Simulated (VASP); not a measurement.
# SiO2 (P6_422) in VASP: a series of runs, part 2 of 2

VASP 6.6.1. The steps go on from the part before.

### Step 3. Single point, LDA (strain +0.015 along x and y, -0.030 along z)

The input, INCAR:

```
SYSTEM = SiO2
ALGO     = Normal         ! electronic algorithm
EDIFF    = 1E-6           ! SCF threshold, eV
ENCUT    = 520            ! plane-wave cutoff, eV
GGA      = CA             ! functional
ISIF     = 2              ! what is computed and relaxed
ISMEAR   = 0              ! smearing method
LASPH    = .True.         ! aspherical terms in the spheres
LCHARG   = .False.        ! write CHGCAR
LREAL    = .False.        ! projectors in reciprocal space
LWAVE    = .False.        ! write WAVECAR
NBANDS   = 34             ! bands
NELM     = 100            ! most SCF steps
PREC     = Accurate       ! precision mode
SIGMA    = 0.05           ! smearing width, eV
```

The input, KPOINTS:

```
k-points
0
Gamma
  6 6 4
  0 0 0
```

The input, POSCAR:

```
SiO2
1.0
    5.1142788662      0.0000000000      0.0000000000
   -2.5571394331      4.4290954201      0.0000000000
    0.0000000000      0.0000000000      5.3591093439
Si O
3 6
Direct
    0.0000000000      0.5000000000      0.3333333333
    0.5000000000      0.5000000000      0.6666666667
    0.5000000000      0.0000000000      0.0000000000
    0.5843949021      0.7921974511      0.8333333333
    0.7921974511      0.5843949021      0.5000000000
    0.7921974511      0.2078025489      0.1666666667
    0.4156050979      0.2078025489      0.8333333333
    0.2078025489      0.4156050979      0.5000000000
    0.2078025489      0.7921974511      0.1666666667
```

Potentials or basis: VASP PAW LDA potentials, release 64 (Si, O).

On the command line:

```sh
$ cat potpaw_LDA.64/Si/POTCAR potpaw_LDA.64/O/POTCAR > POTCAR
$ mpirun -np 1 vasp_std > vasp.out
```

OUTCAR:

```text
SYSTEM = SiO2
   EDIFF = 1E-6
   ENCUT = 520
   GGA = CA
   ISIF = 2
   ISMEAR = 0
   LASPH = .True.
   LREAL = .False.
   NELM = 100
   PREC = Accurate

 ion  position               nearest neighbor table
   1  0.000  0.500  0.333-   6 1.60   9 1.60   8 1.60   5 1.60   3 3.12   3 3.12   2 3.12   2 3.12

   2  0.500  0.500  0.667-   4 1.60   7 1.60   5 1.60   8 1.60   3 3.12   3 3.12   1 3.12   1 3.12

   3  0.500  0.000  0.000-   4 1.60   7 1.60   6 1.60   9 1.60   1 3.12   2 3.12   2 3.12   1 3.12

   4  0.584  0.792  0.833-   3 1.60   2 1.60
   5  0.792  0.584  0.500-   1 1.60   2 1.60
   6  0.792  0.208  0.167-   1 1.60   3 1.60
   7  0.416  0.208  0.833-   3 1.60   2 1.60
   8  0.208  0.416  0.500-   1 1.60   2 1.60
   9  0.208  0.792  0.167-   1 1.60   3 1.60

  LATTYP: Found a hexagonal cell.
 ALAT       =     5.1142788662
 C/A-ratio  =     1.0478719452

  Lattice vectors:

 A1 = (   5.1142788662,   0.0000000000,   0.0000000000)
 A2 = (  -2.5571394331,   4.4290954201,   0.0000000000)
 A3 = (   0.0000000000,   0.0000000000,   5.3591093439)

Analysis of symmetry for initial positions (statically):
=====================================================================
 Subroutine PRICEL returns:
 Original cell was already a primitive cell.

 Routine SETGRP: Setting up the symmetry group for a
 hexagonal supercell.

 Subroutine GETGRP returns: Found 12 space group operations
 (whereof  4 operations were pure point group operations)
 out of a pool of 24 trial point group operations.

The static configuration has the point symmetry D_2 .
 The point group associated with its full space group is D_6 .

Analysis of symmetry for dynamics (positions and initial velocities):
=====================================================================
 Subroutine PRICEL returns:
 Original cell was already a primitive cell.
[... 143 lines left out ...]
   LORBIT       =      0    0 simple, 1 ext, 2 COOP (PROOUT), +10 PAW based schemes
   GGA     = CA    functional components
   LHFCALC =     F    Hartree Fock is set to
   AEXX    =    0.0000 exact exchange contribution
   IVDW    =     0    specifies the selected vdW correction
   LEPSILON=     F    determine dielectric tensor
   LRPA    =     F    only Hartree local field effects (RPA)
 non-spin polarized calculation
 Gauss-broadening in eV      SIGMA  =   0.05
  energy-cutoff  :      520.00
  volume of cell :      121.39
 maximum number of plane-waves:      3286
 NGX is ok and might be reduce to    40
   NGX = 19   NGY = 19   NGZ = 19

 number of electron      47.9999998 magnetization

 Free energy of the ion-electron system (eV)
  ---------------------------------------------------
  ext. energy  EPLUGINS =         0.00000000
  ---------------------------------------------------
  free energy    TOTEN  =       -77.77429239 eV

  energy without entropy =      -77.77429239  energy(sigma->0) =      -77.77429239

 E-fermi :   0.6443     XC(G=0):  -9.3685

 val. band max:        0.3623320138   @ k =   0.5000   0.0000   0.0000
 cond. band min:       5.8388871529   @ k =   0.0000   0.0000   0.0000
 fundamental gap:      5.4765551391
 Fermi energy:         0.6443339975

 k-point     1 :       0.0000    0.0000    0.0000
  band No.  band energies     occupation
      1     -18.8780      2.00000
      2     -17.2951      2.00000
      3     -17.2951      2.00000
      4     -16.7564      2.00000
      5     -16.7087      2.00000
      6     -16.7087      2.00000
[... 766 lines left out ...]
     33      11.5177      0.00000
     34      11.5226      0.00000

------------------------ aborting loop because EDIFF is reached ----------------------------------------

  FORCE on cell =-STRESS in cart. coord.  units (eV):
  Direction    XX          YY          ZZ          XY          YZ          ZX
  --------------------------------------------------------------------------------------
  -------------------------------------------------------------------------------------
  Total       -0.3077700     -0.3077700      1.9301983      0.0000000      0.0000000      0.0000000
  in kB       -4.0620457     -4.0620457     25.4753674      0.0000000      0.0000000      0.0000000
  external PRESSURE =       5.7837587 kB  Pullay stress =       0.0000000 kB

 VOLUME and BASIS-vectors are now :
 -----------------------------------------------------------------------------
  energy-cutoff  :      520.00
  volume of cell :      121.39
      direct lattice vectors                 reciprocal lattice vectors
     5.114278866  0.000000000  0.000000000     0.195530988  0.112889869  0.000000000
    -2.557139433  4.429095420  0.000000000     0.000000000  0.225779737  0.000000000
     0.000000000  0.000000000  5.359109344     0.000000000  0.000000000  0.186598171

 POSITION                                       TOTAL-FORCE (eV/Angst)
 -----------------------------------------------------------------------------------
     -1.27857      2.21455      1.78637        -0.000000     -0.000000      0.000000
      1.27857      2.21455      3.57274        -0.000000     -0.000000      0.000000
      2.55714      0.00000      0.00000        -0.000000     -0.000000      0.000000
      0.96300      3.50872      4.46592        -0.036841     -0.021270     -0.000000
      2.55714      2.58834      2.67955        -0.000000     -0.042540      0.000000
      3.52014      0.92038      0.89318        -0.036841      0.021270      0.000000
      1.59414      0.92038      4.46592         0.036841      0.021270      0.000000
     -0.00000      1.84075      2.67955        -0.000000      0.042540      0.000000
     -0.96300      3.50872      0.89318         0.036841     -0.021270     -0.000000
 -----------------------------------------------------------------------------------
    total drift:                                0.000000     -0.000000     -0.000001

  FREE ENERGIE OF THE ION-ELECTRON SYSTEM (eV)
  ---------------------------------------------------
  free  energy   TOTEN  =       -77.7742923880 eV

  energy  without entropy=      -77.7742923880  energy(sigma->0) =      -77.77429239
```

stdout:

```text
POSCAR found type information on POSCAR SiO
 POSCAR found :  2 types and       9 ions
 scaLAPACK will be used
 LDA part: xc-table for (Slater(with rela. corr.)+CA(PZ))
 , standard interpolation
 POSCAR, INCAR and KPOINTS ok, starting setup
 FFT: planning ... GRIDC
 FFT: planning ... GRID_SOFT
 FFT: planning ... GRID
 WAVECAR not read
 entering main loop
```

Run time: 42 s. Hardware: 1 thread of Intel Xeon 6975P-C (Granite Rapids), shared host; peak memory 0.21 GiB.

What came out:

- Free energy: -77.7743 eV
- Pressure: 0.6 GPa
- Largest force: 0.043 eV/Å
- Band gap on the k mesh: 5.48 eV (least direct gap 5.79 eV)

Forces on the atoms (eV/Å):
```
Si   0.000  0.000  0.000
Si   0.000  0.000  0.000
Si   0.000  0.000  0.000
O   -0.037 -0.021  0.000
O    0.000 -0.043  0.000
O   -0.037  0.021  0.000
O    0.037  0.021  0.000
O    0.000  0.043  0.000
O    0.037 -0.021  0.000
```

Levels at points of the mesh, in eV from the valence-band top:
| k point | band 22 | band 23 | band 24 | band 25 | band 26 | band 27 |
| --- | --- | --- | --- | --- | --- | --- |
| (0.00, 0.00, 0.00) | -0.50 | -0.50 | -0.31 | 5.48 | 8.73 | 8.73 |
| (0.50, 0.00, 0.00) | -0.99 | -0.32 | 0.00 | 7.47 | 8.33 | 9.21 |
| (0.00, 0.00, 0.50) | -0.21 | -0.05 | -0.05 | 7.36 | 7.36 | 8.32 |
| (0.50, 0.00, 0.50) | -0.72 | -0.65 | -0.42 | 8.47 | 9.09 | 9.12 |

Caveat: the cell differs from its parent crystal (strain +0.015 along x and y, -0.030 along z). A k mesh can miss the band edges.
